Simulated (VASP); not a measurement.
# CdTe6Pd (R-3) in VASP: further runs

Aim: see how the results for CdTe6Pd move with the level of theory and the settings. Levels: PBE, PBE+D3(BJ), PBE+U. Tasks: single point.

Everything below comes from runs of VASP 6.6.1. Logs are shortened: lines on timing, memory, paths and dates and some standing lists are left out, and cuts for length are marked.

**1. The cell of the first run**

The structure is trigonal, space group R-3 (No. 148). Conventional cell: a = 6.746 Å, b = 6.746 Å, c = 19.110 Å, α = 90.00°, β = 90.00°, γ = 120.00°. Within 3.6 Å of Te (site symmetry 1) lie 1 Pd at 2.75 Å and 1 Cd at 2.76 Å. Cd (site symmetry -3) has 6 Te at 2.76 Å within 3.6 Å. Within 3.6 Å of Pd (site symmetry -3) lie 6 Te at 2.75 Å.

**2. Single point, PBE**

The input, INCAR:

```
PREC = Accurate
ENCUT = 520
EDIFF = 1E-6
ISMEAR = -1
SIGMA = 0.0311
LREAL = False
LASPH = True
NELM = 100
ALGO = Normal
ISIF = 2
LWAVE = False
LCHARG = True
GGA = PE
LELF = True
LVHAR = True
NBANDS = 39
```

The input, KPOINTS:

```
Automatic mesh
0
Gamma
  3 3 3
```

The input, POSCAR:

```
CdTe6Pd
1.0
    6.7461820000      0.0000000000      0.0000000000
   -3.3730910000      5.8423660000      0.0000000000
   -3.3730910000      1.9474550000      6.3699230000
Te Cd Pd
6 1 1
Direct
    0.2500000000      0.0830000000      0.7510000000
    0.9170000000      0.4160000000      0.7510000000
    0.5840000000      0.7500000000      0.7510000000
    0.7500000000      0.9170000000      0.2490000000
    0.0830000000      0.5840000000      0.2490000000
    0.4160000000      0.2500000000      0.2490000000
    0.5000000000      0.5000000000      0.5000000000
    0.0000000000      0.0000000000      0.0000000000
```

Potentials or basis: VASP PAW PBE potentials, release 64 (Te, Cd, Pd).

On the command line:

```sh
$ cat potpaw_PBE.64/Te/POTCAR potpaw_PBE.64/Cd/POTCAR potpaw_PBE.64/Pd/POTCAR > POTCAR
$ mpirun -np 1 vasp_std > vasp.out
```

OUTCAR:

```text
PREC = Accurate
   ENCUT = 520
   EDIFF = 1E-6
   ISMEAR = -1
   LREAL = False
   LASPH = True
   NELM = 100
   ISIF = 2
   GGA = PE

 ion  position               nearest neighbor table
   1  0.250  0.083  0.751-   8 2.75   7 2.76
   2  0.917  0.416  0.751-   8 2.75   7 2.76
   3  0.584  0.750  0.751-   8 2.75   7 2.76
   4  0.750  0.917  0.249-   8 2.75   7 2.76
   5  0.083  0.584  0.249-   8 2.75   7 2.76
   6  0.416  0.250  0.249-   8 2.75   7 2.76
   7  0.500  0.500  0.500-   2 2.76   5 2.76   3 2.76   6 2.76   1 2.76   4 2.76
   8  0.000  0.000  0.000-   1 2.75   4 2.75   3 2.75   6 2.75   5 2.75   2 2.75

  LATTYP: Found a trigonal (rhomboedric) cell.
 ALAT       =     7.4663411872
 COS(alpha) =     0.5918022649

  Lattice vectors:

 A1 = (  -0.0000000000,  -3.8949110000,   6.3699230000)
 A2 = (   3.3730910000,   1.9474550000,   6.3699230000)
 A3 = (  -3.3730910000,   1.9474550000,   6.3699230000)

Analysis of symmetry for initial positions (statically):
=====================================================================
 Subroutine PRICEL returns:
 Original cell was already a primitive cell.

 Routine SETGRP: Setting up the symmetry group for a
 trigonal (rhombohedral) supercell.

 Subroutine GETGRP returns: Found  6 space group operations
 (whereof  6 operations were pure point group operations)
 out of a pool of 12 trial point group operations.

The static configuration has the point symmetry S_6 .

Analysis of symmetry for dynamics (positions and initial velocities):
=====================================================================
 Subroutine PRICEL returns:
 Original cell was already a primitive cell.

 Routine SETGRP: Setting up the symmetry group for a
 trigonal (rhombohedral) supercell.

 Subroutine GETGRP returns: Found  6 space group operations
 (whereof  6 operations were pure point group operations)
 out of a pool of 12 trial point group operations.

The dynamic configuration has the point symmetry S_6 .

 Subroutine INISYM returns: Found  6 space group operations
 (whereof  6 operations are pure point group operations),
 and found     1 'primitive' translations

----------------------------------------------------------------------------------------

                                     Primitive cell

  volume of cell :     251.0620

  direct lattice vectors                    reciprocal lattice vectors
     6.746182000  0.000000000  0.000000000     0.148231993  0.085581766  0.052329261
[... 84 lines left out ...]
   NFREE  =      0    steps in history (QN), initial steepest desc. (CG)
   ISIF   =      2    stress and relaxation
   ISYM   =      2    0-nonsym 1-usesym 2-fastsym
   POTIM  = 0.5000    time-step for ionic-motion
   TEBEG  =    0.0;   TEEND  =   0.0 temperature during run
   PSTRESS=    0.0 pullay stress
   NELECT =      58.0000    total number of electrons
   NUPDOWN=      -1.0000    fix difference up-down
   EMIN   =  10.00;   EMAX   =-10.00  energy-range for DOS
   EFERMI =   0.00;   METHOD = LEGACY
   ISMEAR =    -1;   SIGMA  =   0.03  broadening in eV -4-tet -1-fermi 0-gaus
   EFERMI_NEDOS =   21; number of points for ismear=-14 and -15
   IALGO  =     38    algorithm
   IMIX   =      4    mixing-type and parameters
     AMIX     =   0.40;   BMIX     =  1.00
     AMIX_MAG =   1.60;   BMIX_MAG =  1.00
  volume/ion in A,a.u.               =      31.38       211.78
  Fermi-wavevector in a.u.,A,eV,Ry     =   1.004517  1.898261 13.729011  1.009054
  Thomas-Fermi vector in A             =   2.137138
   LORBIT       =      0    0 simple, 1 ext, 2 COOP (PROOUT), +10 PAW based schemes
   GGA     = PE    functional components
   LHFCALC =     F    Hartree Fock is set to
   AEXX    =    0.0000 exact exchange contribution
   IVDW    =     0    specifies the selected vdW correction
   LEPSILON=     F    determine dielectric tensor
   LRPA    =     F    only Hartree local field effects (RPA)
 non-spin polarized calculation
  energy-cutoff  :      520.00
  volume of cell :      251.06
 maximum number of plane-waves:      6798
 NGX is ok and might be reduce to    50
   NGX = 25   NGY = 25   NGZ = 27

 number of electron      57.9999997 magnetization

 Free energy of the ion-electron system (eV)
  ---------------------------------------------------
  ext. energy  EPLUGINS =         0.00000000
  ---------------------------------------------------
  free energy    TOTEN  =       -22.92162624 eV

  energy without entropy =      -22.89921621  energy(sigma->0) =      -22.91042122

 E-fermi :   4.9952     XC(G=0):  -9.3476

 val. band max:        4.9668440485   @ k =   0.3333   0.3333  -0.0000
 cond. band min:       5.0511871367   @ k =  -0.3333   0.3333   0.0000
 fundamental gap:      0.0843430882
 Fermi energy:         4.9951861575

 k-point     1 :       0.0000    0.0000    0.0000
  band No.  band energies     occupation
      1      -7.2500      2.00000
      2      -5.8596      2.00000
      3      -5.8596      2.00000
      4      -5.7050      2.00000
      5      -5.3717      2.00000
      6      -5.3717      2.00000
[... 241 lines left out ...]
     38      11.0382      0.00000
     39      11.1476      0.00000

------------------------ aborting loop because EDIFF is reached ----------------------------------------

  FORCE on cell =-STRESS in cart. coord.  units (eV):
  Direction    XX          YY          ZZ          XY          YZ          ZX
  --------------------------------------------------------------------------------------
  -------------------------------------------------------------------------------------
  Total        0.6427572      0.6427574     -2.2554792      0.0000007      0.0000001      0.0000000
  in kB        4.1018194      4.1018209    -14.3935662      0.0000044      0.0000008      0.0000000
  external PRESSURE =      -2.0633086 kB  Pullay stress =       0.0000000 kB

 VOLUME and BASIS-vectors are now :
 -----------------------------------------------------------------------------
  energy-cutoff  :      520.00
  volume of cell :      251.06
      direct lattice vectors                 reciprocal lattice vectors
     6.746182000  0.000000000  0.000000000     0.148231993  0.085581766  0.052329261
    -3.373091000  5.842366000  0.000000000     0.000000000  0.171163532 -0.052329247
    -3.373091000  1.947455000  6.369923000     0.000000000  0.000000000  0.156987769

 POSITION                                       TOTAL-FORCE (eV/Angst)
 -----------------------------------------------------------------------------------
     -1.12661      1.94746      4.78381        -0.382962     -1.102828      0.703838
      2.24985      3.89296      4.78381         1.146558      0.219760      0.703838
     -1.12324      5.84431      4.78381        -0.763596      0.883069      0.703838
      1.12661      5.84237      1.58611         0.382962      1.102828     -0.703838
     -2.24985      3.89686      1.58611        -1.146558     -0.219760     -0.703838
      1.12324      1.94551      1.58611         0.763596     -0.883069     -0.703838
      0.00000      3.89491      3.18496         0.000000     -0.000000     -0.000000
      0.00000      0.00000      0.00000         0.000000     -0.000000     -0.000000
 -----------------------------------------------------------------------------------
    total drift:                                0.000000      0.000000     -0.000000

  FREE ENERGIE OF THE ION-ELECTRON SYSTEM (eV)
  ---------------------------------------------------
  free  energy   TOTEN  =       -22.9216262389 eV

  energy  without entropy=      -22.8992162095  energy(sigma->0) =      -22.91042122
```

stdout:

```text
POSCAR found type information on POSCAR TeCdPd
 POSCAR found :  3 types and       8 ions
 scaLAPACK will be used
 LDA part: xc-table for (Slater+PW92), standard interpolation
 POSCAR, INCAR and KPOINTS ok, starting setup
 FFT: planning ... GRIDC
 FFT: planning ... GRID_SOFT
 FFT: planning ... GRID
 WAVECAR not read
 entering main loop
```

Wall time 74 s (1 thread of AMD EPYC 7R13 (Zen 3), shared host); peak memory 0.37 GiB.

What came out:

- Free energy: -22.9216 eV
- Pressure: -0.2 GPa
- Largest force: 1.363 eV/Å
- Band gap on the k mesh: zero (band 29 reaches 5.41 eV, above the bottom of band 30 at 4.95 eV)

Forces on the atoms (eV/Å):
```
Te  -0.383 -1.103  0.704
Te   1.147  0.220  0.704
Te  -0.764  0.883  0.704
Te   0.383  1.103 -0.704
Te  -1.147 -0.220 -0.704
Te   0.764 -0.883 -0.704
Cd   0.000  0.000  0.000
Pd   0.000  0.000  0.000
```

Stress tensor (GPa, compression positive):
```
 0.41  0.00  0.00
 0.00  0.41  0.00
 0.00  0.00 -1.44
```

Caveat: the k points lie up to 0.37 Å⁻¹ apart; spin-orbit coupling is left out, which moves the levels of the heavy elements; forces of over 1 eV/Å act on the atoms, so gaps and moduli don't describe the material at rest.

**3. Single point, PBE+D3(BJ)**

The input, INCAR:

```
SYSTEM = CdTe6Pd
PREC = Accurate
ENCUT = 520
EDIFF = 1E-6
ISMEAR = -1
SIGMA = 0.05
LREAL = .False.
LASPH = .True.
NELM = 80
ALGO = Normal
ISIF = 2
LWAVE = .False.
LCHARG = .False.
GGA = PE
IVDW = 12
NBANDS = 39
```

The input, KPOINTS:

```
regular mesh
0
Gamma
  3 3 3
  0 0 0
```

POSCAR is that of step 2.

Potentials or basis: VASP PAW PBE potentials, release 64 (Te, Cd, Pd).

On the command line:

```sh
$ cat potpaw_PBE.64/Te/POTCAR potpaw_PBE.64/Cd/POTCAR potpaw_PBE.64/Pd/POTCAR > POTCAR
$ mpirun -np 1 vasp_std > vasp.out
```

It took 68 s on 1 thread of AMD EPYC 7R13 (Zen 3), shared host; peak memory 0.37 GiB.

It converged, with:

| Quantity | Value |
| --- | --- |
| Free energy | -26.3097 eV |
| Pressure | -2.4 GPa |
| Largest force | 1.371 eV/Å |
| Band gap on the k mesh | zero (band 29 reaches 5.42 eV, above the bottom of band 30 at 4.95 eV) |
| Dispersion energy per atom | -0.421 eV |

Forces on the atoms (eV/Å):
```
Te  -0.378 -1.114  0.705
Te   1.154  0.230  0.705
Te  -0.776  0.884  0.705
Te   0.378  1.114 -0.705
Te  -1.154 -0.230 -0.705
Te   0.776 -0.884 -0.705
Cd   0.000  0.000  0.000
Pd   0.000  0.000  0.000
```

Stress tensor (GPa, compression positive):
```
-1.76  0.00  0.00
 0.00 -1.76  0.00
 0.00  0.00 -3.64
```

Levels at points of the mesh, in eV from the Fermi level:
```csv
k point,band 27,band 28,band 29,band 30,band 31,band 32
"(0.00, 0.00, 0.00)",-0.36,0.42,0.42,0.87,0.88,0.88
```

Caveat: the k points lie up to 0.37 Å⁻¹ apart; spin-orbit coupling is left out, which moves the levels of the heavy elements; pairwise dispersion overbinds metals, which lowers pressure and volume; forces of over 1 eV/Å act on the atoms, so gaps and moduli don't describe the material at rest.

**4. Single point, PBE**

The input, INCAR:

```
SYSTEM = CdTe6Pd
ALGO = Normal
EDIFF = 1E-6
ENCUT = 520
GGA = PE
ISIF = 2
ISMEAR = -1
ISYM = 0
LASPH = .TRUE.
LCHARG = .FALSE.
LREAL = .FALSE.
LWAVE = .FALSE.
NBANDS = 39
NELM = 80
PREC = Accurate
SIGMA = 0.0311
```

The input, KPOINTS:

```
k-points
0
G
  3 3 3
  0 0 0
```

POSCAR is that of step 3.

On the command line:

```sh
$ cat potpaw_PBE.64/Te/POTCAR potpaw_PBE.64/Cd/POTCAR potpaw_PBE.64/Pd/POTCAR > POTCAR
$ mpirun -np 1 vasp_std > vasp.out
```

Run time: 5.7 min. Hardware: 1 thread of Intel Xeon 8259CL, shared host; peak memory 0.43 GiB.

Results (log left out):

```yaml
Free_energy: -22.9216 eV
Pressure: -0.2 GPa
Largest_force: 1.363 eV/Å
Band_gap_on_the_k_mesh: zero (band 29 reaches 5.41 eV, above the bottom of band 30 at 4.95 eV)
```

Forces on the atoms (eV/Å):
```
Te  -0.383 -1.103  0.704
Te   1.147  0.220  0.704
Te  -0.764  0.883  0.704
Te   0.383  1.103 -0.704
Te  -1.147 -0.220 -0.704
Te   0.764 -0.883 -0.704
Cd   0.000  0.000  0.000
Pd   0.000  0.000  0.000
```

Stress tensor (GPa, compression positive):
```
 0.41  0.00  0.00
 0.00  0.41  0.00
 0.00  0.00 -1.44
```

Levels at points of the mesh, in eV from the Fermi level:
| k point | band 25 | band 26 | band 27 | band 28 | band 29 | band 30 | band 31 | band 32 | band 33 | band 34 |
| --- | --- | --- | --- | --- | --- | --- | --- | --- | --- | --- |
| (0.00, 0.00, 0.00) | -1.90 | -0.35 | -0.35 | 0.42 | 0.42 | 0.87 | 0.88 | 0.88 | 1.38 | 1.38 |

Caveat: the k points lie up to 0.37 Å⁻¹ apart; spin-orbit coupling is left out, which moves the levels of the heavy elements; forces of over 1 eV/Å act on the atoms, so gaps and moduli don't describe the material at rest.

**5. Single point, PBE+U**

The input, INCAR:

```
SYSTEM = CdTe6Pd
  PREC = Accurate
  ENCUT = 520
  EDIFF = 1E-7
  ISMEAR = -1
  SIGMA = 0.0311
  LREAL = .FALSE.
  LASPH = .TRUE.
  NELM = 150
  ALGO = Normal
  ISIF = 2
  LWAVE = .FALSE.
  LCHARG = .TRUE.
  LMAXMIX = 4
  LDAU = .TRUE.
  LDAUTYPE = 2
  LDAUL = -1 -1 2
  LDAUU = 0 0 1
  LDAUJ = 0 0 0
  LDAUPRINT = 1
  GGA = PE
  LELF = .TRUE.
  LVHAR = .TRUE.
  NBANDS = 39
```

The input, KPOINTS:

```
Automatic mesh
0
G
  4 4 4
  0 0 0
```

POSCAR is that of step 4.

On the command line:

```sh
$ cat potpaw_PBE.64/Te/POTCAR potpaw_PBE.64/Cd/POTCAR potpaw_PBE.64/Pd/POTCAR > POTCAR
$ mpirun -np 1 vasp_std > vasp.out
```

Wall time 5.5 min (1 thread of Intel Xeon 8259CL, shared host); peak memory 0.45 GiB.

It converged, with:

| Item | Value |
| --- | --- |
| Free energy | -22.2800 eV |
| Pressure | -0.3 GPa |
| Largest force | 1.440 eV/Å |
| Band gap on the k mesh | zero (band 29 reaches 5.40 eV, above the bottom of band 30 at 4.58 eV) |

Forces in eV/Å, atoms in the order of the input:
```
Te  -0.422 -1.173  0.721
Te   1.227  0.221  0.721
Te  -0.805  0.952  0.721
Te   0.422  1.173 -0.721
Te  -1.227 -0.221 -0.721
Te   0.805 -0.952 -0.721
Cd   0.000  0.000  0.000
Pd   0.000  0.000  0.000
```

Stress tensor (GPa, compression positive):
```
 0.69  0.00  0.00
 0.00  0.69  0.00
 0.00  0.00 -2.25
```

Levels at points of the mesh, in eV from the Fermi level:
| k point | band 26 | band 27 | band 28 | band 29 | band 30 | band 31 | band 32 | band 33 |
| --- | --- | --- | --- | --- | --- | --- | --- | --- |
| (0.00, 0.00, 0.00) | -0.31 | -0.31 | 0.45 | 0.45 | 0.91 | 0.91 | 0.91 | 1.40 |
| (0.50, 0.00, 0.00) | -0.63 | -0.40 | -0.37 | -0.29 | 0.03 | 0.27 | 0.60 | 0.66 |
| (0.50, 0.50, 0.00) | -1.04 | -0.76 | -0.56 | -0.31 | -0.01 | 0.23 | 0.25 | 1.01 |
| (0.00, 0.00, 0.50) | -1.27 | -0.80 | -0.80 | -0.38 | -0.38 | 0.83 | 0.83 | 1.29 |

Eigenvalues of the final occupation matrices:
| site | spin | trace | eigenvalues |
| --- | --- | --- | --- |
| site 8 d | 1 | 4.29 | 0.78 0.78 0.91 0.91 0.91 |
| site 8 d | 2 | 4.29 | 0.78 0.78 0.91 0.91 0.91 |

Caveat: spin-orbit coupling is left out, which moves the levels of the heavy elements; U without spin polarisation on a metal has little footing; the U is typed as a test and isn't derived for this compound; forces of over 1 eV/Å act on the atoms, so gaps and moduli don't describe the material at rest.

**6. The runs side by side**

```csv
level,U,k mesh,smearing,gap on the mesh (eV),pressure (GPa),largest force (eV/Å)
PBE,-,3 × 3 × 3,fermi-dirac 0.0311 eV,none,-0.2,1.36
PBE+D3(BJ),-,3 × 3 × 3,fermi-dirac 0.05 eV,none,-2.4,1.37
PBE+U,Pd d U = 1.0 eV,4 × 4 × 4,fermi-dirac 0.0311 eV,none,-0.3,1.44
```

Alike in all rows: task single point; potentials or basis VASP PAW PBE potentials, release 64 (Te, Cd, Pd); no spin polarisation; cell as given; cutoff (eV) 520.

Caveats: some runs use coarse meshes; spin-orbit coupling is left out, which moves the levels of the heavy elements; forces of over 1 eV/Å act on the atoms, so gaps and moduli don't describe the material at rest; pairwise dispersion overbinds metals, which lowers pressure and volume (some runs); U without spin polarisation on a metal has little footing (some runs); the U is typed as a test and isn't derived for this compound (some runs).

Absolute energies hang on the potentials; compare differences alone.
